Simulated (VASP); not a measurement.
# ZnO (P6_3mc) in VASP: single point with r2SCAN

Aim: the single point of ZnO with r2SCAN.

Everything below comes from runs of VASP 6.6.1. Logs are shortened: lines on timing, memory, paths and dates and some standing lists are left out, and cuts for length are marked.

**Measured values to compare with.**

From “Electronic structure of alkaline earth and post-transition metal oxides”, 2009, arxiv:0908.1581, for a bulk crystal of ZnO: band gap 3.37 eV.

The runs below are set against these values where they give the same quantity.

### 1 The cell of the first run

The structure is hexagonal, space group P6_3mc (No. 186). Conventional cell: a = 3.249 Å, b = 3.249 Å, c = 5.204 Å, α = 90.00°, β = 90.00°, γ = 120.00°. Zn (site symmetry 3m) has 4 O at 1.97 to 1.99 Å within 2.6 Å. Within 2.6 Å of O (site symmetry 3m) lie 4 Zn at 1.97 to 1.99 Å.

### 2 Single point, r2SCAN

The input, POSCAR:

```
ZnO
1.0
    3.2494000000      0.0000000000      0.0000000000
   -1.6247000000      2.8140629500      0.0000000000
    0.0000000000      0.0000000000      5.2038000000
Zn O
2 2
Direct
    0.3333333300      0.6666666700      0.0000000000
    0.6666666700      0.3333333300      0.5000000000
    0.3333333300      0.6666666700      0.3830000000
    0.6666666700      0.3333333300      0.8830000000
```

The input, INCAR.step1:

```
SYSTEM = ZnO
  PREC = Accurate
  ENCUT = 1480
  ISMEAR = 0
  SIGMA = 0.1
  LREAL = .False.
  LASPH = .True.
  NELM = 120
  NBANDS = 26
  GGA = PE
  ALGO = Normal
  EDIFF = 1E-5
  LWAVE = .True.
  LCHARG = .False.
  GGA_COMPAT = .False.
```

The input, INCAR.step2:

```
SYSTEM = ZnO
  PREC = Accurate
  ENCUT = 1480
  EDIFF = 1E-6
  ISMEAR = 0
  SIGMA = 0.1
  LREAL = .False.
  LASPH = .True.
  NELM = 120
  ALGO = Normal
  ISIF = 2
  LWAVE = .False.
  LCHARG = .False.
  METAGGA = R2SCAN
  LMIXTAU = .True.
  NBANDS = 26
  ISTART = 1
  GGA_COMPAT = .False.
```

The input, KPOINTS:

```
regular mesh
0
Gamma
  6 6 4
  0 0 0
```

Potentials or basis: VASP PAW PBE potentials, release 64 (Zn, O_h).

Launch:

```bash
> cat potpaw_PBE.64/Zn/POTCAR potpaw_PBE.64/O_h/POTCAR > POTCAR
> cp INCAR.step1 INCAR
> mpirun -np 1 vasp_std > vasp.out
> cp INCAR.step2 INCAR
> mpirun -np 1 vasp_std > vasp.out
```

OUTCAR:

```text
SYSTEM = ZnO
   PREC = Accurate
   ENCUT = 1480
   EDIFF = 1E-6
   ISMEAR = 0
   LREAL = .False.
   LASPH = .True.
   NELM = 120
   ISIF = 2
   METAGGA = R2SCAN
   ISTART = 1

 ion  position               nearest neighbor table
   1  0.333  0.667  0.000-   4 1.97   4 1.97   4 1.97   3 1.99
   2  0.667  0.333  0.500-   3 1.97   3 1.97   3 1.97   4 1.99
   3  0.333  0.667  0.383-   2 1.97   2 1.97   2 1.97   1 1.99
   4  0.667  0.333  0.883-   1 1.97   1 1.97   1 1.97   2 1.99

  LATTYP: Found a hexagonal cell.
 ALAT       =     3.2494000000
 C/A-ratio  =     1.6014648858

  Lattice vectors:

 A1 = (   3.2494000000,   0.0000000000,   0.0000000000)
 A2 = (  -1.6247000000,   2.8140629500,   0.0000000000)
 A3 = (   0.0000000000,   0.0000000000,   5.2038000000)

Analysis of symmetry for initial positions (statically):
=====================================================================
 Subroutine PRICEL returns:
 Original cell was already a primitive cell.

 Routine SETGRP: Setting up the symmetry group for a
 hexagonal supercell.

 Subroutine GETGRP returns: Found 12 space group operations
 (whereof  6 operations were pure point group operations)
 out of a pool of 24 trial point group operations.

The static configuration has the point symmetry C_3v.
 The point group associated with its full space group is C_6v.

Analysis of symmetry for dynamics (positions and initial velocities):
=====================================================================
 Subroutine PRICEL returns:
 Original cell was already a primitive cell.

 Routine SETGRP: Setting up the symmetry group for a
 hexagonal supercell.

 Subroutine GETGRP returns: Found 12 space group operations
 (whereof  6 operations were pure point group operations)
 out of a pool of 24 trial point group operations.

The dynamic configuration has the point symmetry C_3v.
 The point group associated with its full space group is C_6v.

 Subroutine INISYM returns: Found 12 space group operations
 (whereof  6 operations are pure point group operations),
 and found     1 'primitive' translations

----------------------------------------------------------------------------------------

                                     Primitive cell

  volume of cell :      47.5836

  direct lattice vectors                    reciprocal lattice vectors
     3.249400000  0.000000000  0.000000000     0.307749123  0.177679039  0.000000000
    -1.624700000  2.814062950  0.000000000     0.000000000  0.355358078  0.000000000
     0.000000000  0.000000000  5.203800000     0.000000000  0.000000000  0.192167262

  length of vectors
     3.249400000  3.249400003  5.203800000     0.355358078  0.355358078  0.192167262

  position of ions in fractional coordinates (direct lattice)
     0.333333330  0.666666670  0.000000000
     0.666666670  0.333333330  0.500000000
     0.333333330  0.666666670  0.383000000
     0.666666670  0.333333330  0.883000000

  ion indices of the primitive-cell ions
   primitive index   ion index
                 1           1
                 2           2
                 3           3
                 4           4

----------------------------------------------------------------------------------------

 KPOINTS: regular mesh

Automatic generation of k-mesh.
 Grid dimensions read from file:
 generate k-points for:    6    6    4

 Generating k-lattice:

  Cartesian coordinates                     Fractional coordinates (reciprocal lattice)
     0.051291520  0.029613173  0.000000000     0.166666667  0.000000000  0.000000000
     0.000000000  0.059226346  0.000000000     0.000000000  0.166666667  0.000000000
     0.000000000  0.000000000  0.048041816     0.000000000  0.000000000  0.250000000

  Length of vectors
     0.059226346  0.059226346  0.048041816

  Shift w.r.t. Gamma in fractional coordinates (k-lattice)
     0.000000000  0.000000000  0.000000000

 Subroutine IBZKPT returns following result:
 ===========================================

 Found     21 irreducible k-points:

 Following reciprocal coordinates:
            Coordinates               Weight
  0.000000  0.000000  0.000000      1.000000
  0.166667  0.000000  0.000000      6.000000
  0.333333  0.000000  0.000000      6.000000
  0.500000  0.000000  0.000000      3.000000
  0.166667  0.166667  0.000000      6.000000
  0.333333  0.166667  0.000000     12.000000
[... 13 lines left out ...]
  0.333333  0.166667  0.500000     12.000000
  0.333333  0.333333  0.500000      2.000000
   k-points           NKPTS =     21   k-points in BZ     NKDIM =     21   number of bands    NBANDS=     26
   number of dos      NEDOS =    301   number of ions     NIONS =      4
   total plane-waves  NPLWV = 123480
   dimension x,y,z NGX =    42 NGY =   42 NGZ =   70
   dimension x,y,z NGXF=    84 NGYF=   84 NGZF=  140
   ions per type =               2   2
   NGX,Y,Z   is equivalent  to a cutoff of  21.49, 21.49, 22.36 a.u.
   NGXF,Y,Z  is equivalent  to a cutoff of  42.98, 42.98, 44.73 a.u.
 SYSTEM =  ZnO
   PREC   = accura    normal or accurate (medium, high low for compatibility)
   ISTART =      1    job   : 0-new  1-cont  2-samecut
   ICHARG =      0    charge: 1-file 2-atom 10-const
   ISPIN  =      1    spin polarized calculation?
   LNONCOLLINEAR =      F non collinear calculations
   LSORBIT =      F    spin-orbit coupling
   LASPH  =      T    aspherical Exc in radial PAW
   ENCUT  = 1480.0 eV 108.78 Ry   10.43 a.u.  10.19 10.19 16.32*2*pi/ulx,y,z
   NELM   =    120;   NELMIN=  2; NELMDL=  0     # of ELM steps
   EDIFF  = 0.1E-05   stopping-criterion for ELM
   LREAL  =      F    real-space projection
   EDIFFG = 0.1E-04   stopping-criterion for IOM
   NSW    =      0    number of steps for IOM
   IBRION =     -1    ionic relax: 0-MD 1-quasi-New 2-CG
   NFREE  =      0    steps in history (QN), initial steepest desc. (CG)
   ISIF   =      2    stress and relaxation
   ISYM   =      2    0-nonsym 1-usesym 2-fastsym
   POTIM  = 0.5000    time-step for ionic-motion
   TEBEG  =    0.0;   TEEND  =   0.0 temperature during run
   PSTRESS=    0.0 pullay stress
   NELECT =      36.0000    total number of electrons
   NUPDOWN=      -1.0000    fix difference up-down
   EMIN   =  10.00;   EMAX   =-10.00  energy-range for DOS
   EFERMI =   0.00;   METHOD = LEGACY
   ISMEAR =     0;   SIGMA  =   0.10  broadening in eV -4-tet -1-fermi 0-gaus
   EFERMI_NEDOS =   21; number of points for ismear=-14 and -15
   IALGO  =     38    algorithm
   IMIX   =      4    mixing-type and parameters
     AMIX     =   0.40;   BMIX     =  1.00
     AMIX_MAG =   1.60;   BMIX_MAG =  1.00
  volume/ion in A,a.u.               =      11.90        80.28
  Fermi-wavevector in a.u.,A,eV,Ry     =   1.491729  2.818958 30.276420  2.225254
  Thomas-Fermi vector in A             =   2.604347
   LORBIT       =      0    0 simple, 1 ext, 2 COOP (PROOUT), +10 PAW based schemes
   METAGGA = R2SCAN    functional components
   LHFCALC =     F    Hartree Fock is set to
   AEXX    =    0.0000 exact exchange contribution
   IVDW    =     0    specifies the selected vdW correction
   LEPSILON=     F    determine dielectric tensor
   LRPA    =     F    only Hartree local field effects (RPA)
 non-spin polarized calculation
 Gauss-broadening in eV      SIGMA  =   0.10
  energy-cutoff  :     1480.00
  volume of cell :       47.58
 maximum number of plane-waves:      6183
 NGX is ok and might be reduce to    42
   NGX = 21   NGY = 21   NGZ = 33

 number of electron      36.0000001 magnetization

 Free energy of the ion-electron system (eV)
  ---------------------------------------------------
  ext. energy  EPLUGINS =         0.00000000
  ---------------------------------------------------
  free energy    TOTEN  =       -36.34646714 eV

  energy without entropy =      -36.34646714  energy(sigma->0) =      -36.34646714

 E-fermi :   1.6529     XC(G=0): -11.6657

 val. band max:        1.1716105942   @ k =   0.0000   0.0000   0.0000
 cond. band min:       2.4023560156   @ k =   0.0000   0.0000   0.0000
 fundamental gap:      1.2307454214
 Fermi energy:         1.6528675929

 k-point     1 :       0.0000    0.0000    0.0000
  band No.  band energies     occupation
      1     -17.9102      2.00000
      2     -17.2192      2.00000
      3      -4.6590      2.00000
      4      -4.6590      2.00000
      5      -4.5541      2.00000
      6      -4.4866      2.00000
[... 18 lines left out ...]
     25      16.1962      0.00000
     26      16.1962      0.00000

 k-point     2 :       0.1667    0.0000    0.0000
  band No.  band energies     occupation
      1     -17.7709      2.00000
      2     -17.1602      2.00000
      3      -4.7949      2.00000
      4      -4.5692      2.00000
      5      -4.5190      2.00000
      6      -4.4393      2.00000
[... 18 lines left out ...]
     25      16.0437      0.00000
     26      16.4215      0.00000

 k-point     3 :       0.3333    0.0000    0.0000
  band No.  band energies     occupation
      1     -17.4587      2.00000
      2     -17.0626      2.00000
      3      -4.9269      2.00000
      4      -4.5771      2.00000
      5      -4.4153      2.00000
      6      -4.1959      2.00000
[... 18 lines left out ...]
     25      15.4472      0.00000
     26      16.1501      0.00000

 k-point     4 :       0.5000    0.0000    0.0000
  band No.  band energies     occupation
      1     -17.2612      2.00000
      2     -17.0481      2.00000
      3      -4.8485      2.00000
      4      -4.6369      2.00000
      5      -4.3594      2.00000
      6      -3.9777      2.00000
[... 18 lines left out ...]
     25      15.2073      0.00000
     26      16.3418      0.00000

 k-point     5 :       0.1667    0.1667    0.0000
  band No.  band energies     occupation
      1     -17.5438      2.00000
      2     -17.0824      2.00000
      3      -4.8260      2.00000
      4      -4.6191      2.00000
      5      -4.3868      2.00000
      6      -4.3665      2.00000
[... 18 lines left out ...]
     25      14.5550      0.00000
     26      17.1136      0.00000

 k-point     6 :       0.3333    0.1667    0.0000
  band No.  band energies     occupation
      1     -17.2683      2.00000
      2     -17.0443      2.00000
      3      -4.7435      2.00000
      4      -4.4941      2.00000
      5      -4.3440      2.00000
      6      -4.1313      2.00000
[... 340 lines left out ...]
 k-point    18 :       0.5000    0.0000    0.5000
  band No.  band energies     occupation
      1     -17.1464      2.00000
      2     -17.1464      2.00000
      3      -5.0148      2.00000
      4      -5.0148      2.00000
      5      -4.1343      2.00000
      6      -4.1343      2.00000
[... 18 lines left out ...]
     25      15.7468      0.00000
     26      15.7468      0.00000

 k-point    19 :       0.1667    0.1667    0.5000
  band No.  band energies     occupation
      1     -17.3112      2.00000
      2     -17.3112      2.00000
      3      -4.9415      2.00000
      4      -4.9415      2.00000
      5      -4.4100      2.00000
      6      -4.4100      2.00000
[... 18 lines left out ...]
     25      15.4403      0.00000
     26      15.4403      0.00000

 k-point    20 :       0.3333    0.1667    0.5000
  band No.  band energies     occupation
      1     -17.1482      2.00000
      2     -17.1482      2.00000
      3      -4.8718      2.00000
      4      -4.8718      2.00000
      5      -4.2618      2.00000
      6      -4.2618      2.00000
[... 18 lines left out ...]
     25      16.1669      0.00000
     26      16.1669      0.00000

 k-point    21 :       0.3333    0.3333    0.5000
  band No.  band energies     occupation
      1     -17.0946      2.00000
      2     -17.0946      2.00000
      3      -4.6136      2.00000
      4      -4.6136      2.00000
      5      -4.3996      2.00000
      6      -4.3996      2.00000
[... 18 lines left out ...]
     25      17.5656      0.00000
     26      17.5656      0.00000

------------------------ aborting loop because EDIFF is reached ----------------------------------------

  FORCE on cell =-STRESS in cart. coord.  units (eV):
  Direction    XX          YY          ZZ          XY          YZ          ZX
  --------------------------------------------------------------------------------------
  -------------------------------------------------------------------------------------
  Total       -0.0095325     -0.0095325     -0.0803507      0.0000000      0.0000000      0.0000000
  in kB       -0.3209674     -0.3209674     -2.7054707      0.0000000      0.0000000      0.0000000
  external PRESSURE =      -1.1158018 kB  Pullay stress =       0.0000000 kB

 VOLUME and BASIS-vectors are now :
 -----------------------------------------------------------------------------
  energy-cutoff  :     1480.00
  volume of cell :       47.58
      direct lattice vectors                 reciprocal lattice vectors
     3.249400000  0.000000000  0.000000000     0.307749123  0.177679039  0.000000000
    -1.624700000  2.814062950  0.000000000     0.000000000  0.355358078  0.000000000
     0.000000000  0.000000000  5.203800000     0.000000000  0.000000000  0.192167262

 POSITION                                       TOTAL-FORCE (eV/Angst)
 -----------------------------------------------------------------------------------
     -0.00000      1.87604      0.00000         0.000000     -0.000000      0.063390
      1.62470      0.93802      2.60190        -0.000000      0.000000      0.063390
     -0.00000      1.87604      1.99306        -0.000000      0.000000     -0.063390
      1.62470      0.93802      4.59496         0.000000     -0.000000     -0.063390
 -----------------------------------------------------------------------------------
    total drift:                               -0.000026      0.000015      0.004125

  FREE ENERGIE OF THE ION-ELECTRON SYSTEM (eV)
  ---------------------------------------------------
  free  energy   TOTEN  =       -36.3464671393 eV

  energy  without entropy=      -36.3464671393  energy(sigma->0) =      -36.34646714
```

It took 16 min on 1 thread of AMD EPYC 7R43 (Zen 3), shared host; peak memory 0.4 GiB.

Results:

```
Free energy            : -36.3465 eV
Pressure               : -0.1 GPa
Largest force          : 0.063 eV/Å
Band gap on the k mesh : 1.23 eV
```

Forces in eV/Å, atoms in the order of the input:
```
Zn   0.000  0.000  0.063
Zn   0.000  0.000  0.063
O    0.000  0.000 -0.063
O    0.000  0.000 -0.063
```

Levels at points of the mesh, in eV from the valence-band top:
```
           k point  band 15  band 16  band 17  band 18  band 19  band 20  band 21  band 22
(0.00, 0.00, 0.00)    -0.79    -0.11     0.00     0.00     1.23     5.82     8.84    13.64
(0.50, 0.00, 0.00)    -2.83    -2.32    -1.28    -0.89     6.40     7.35     8.13     9.24
(0.00, 0.00, 0.50)    -0.39    -0.39    -0.39    -0.39     3.93     3.93    10.82    10.82
(0.50, 0.00, 0.50)    -1.56    -1.56    -1.37    -1.37     6.26     6.26     9.14     9.14
```

Caveat: the PAW data sets were made with another functional, which shifts forces and pressure a little.

### 3 Against experiment

Step 2. Measured gap of ZnO: 3.37 eV (quoted in “Electronic structure of alkaline earth and post-transition metal oxides”, 2009, arxiv:0908.1581). This calculation gives 1.23 eV (-2.14 eV). So large a miss can be the level of theory's own, or it may mean another phase, state or a wrong row. The value is that of r2SCAN, without temperature or zero-point motion.
